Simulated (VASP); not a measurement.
Here is a VASP 6.6.1 calculation.

The input POSCAR:

```
Rh
1.0
    0.0000000000      1.8889595752      1.8889595752
    1.8889595752      0.0000000000      1.8889595752
    1.8889595752      1.8889595752      0.0000000000
Rh
1
Direct
    0.0000000000      0.0000000000      0.0000000000
```

File INCAR.step1:

```
  ALGO = Normal
  EDIFF = 1E-5
  ENCUT = 580
  GGA = PE
  GGA_COMPAT = False
  ISMEAR = -1
  LASPH = True
  LCHARG = False
  LREAL = False
  LWAVE = True
  NBANDS = 14
  NELM = 120
  PREC = Accurate
  SIGMA = 0.05
```

Contents of INCAR.step2:

```
  ALGO = Normal
  EDIFF = 1E-6
  ENCUT = 580
  GGA_COMPAT = False
  ISIF = 2
  ISMEAR = -1
  ISTART = 1
  LASPH = True
  LCHARG = True
  LELF = True
  LMIXTAU = True
  LREAL = False
  LVHAR = True
  LWAVE = False
  METAGGA = R2SCAN
  NBANDS = 14
  NELM = 120
  PREC = Accurate
  SIGMA = 0.05
```

KPOINTS

```
k-points
0
Gamma
  12 12 12
```

Potentials or basis: VASP PAW PBE potentials, release 64 (Rh_sv_GW).

The run is started by

```bash
$ cat potpaw_PBE.64/Rh_sv_GW/POTCAR > POTCAR
$ cp INCAR.step1 INCAR
$ mpirun -np 1 vasp_std > vasp.out
$ cp INCAR.step2 INCAR
$ mpirun -np 1 vasp_std > vasp.out
```

(1) Estimate the pressure.

Results:

(1) 3.3 GPa.

Caveat: the PAW data sets were made with another functional, which shifts forces and pressure a little.
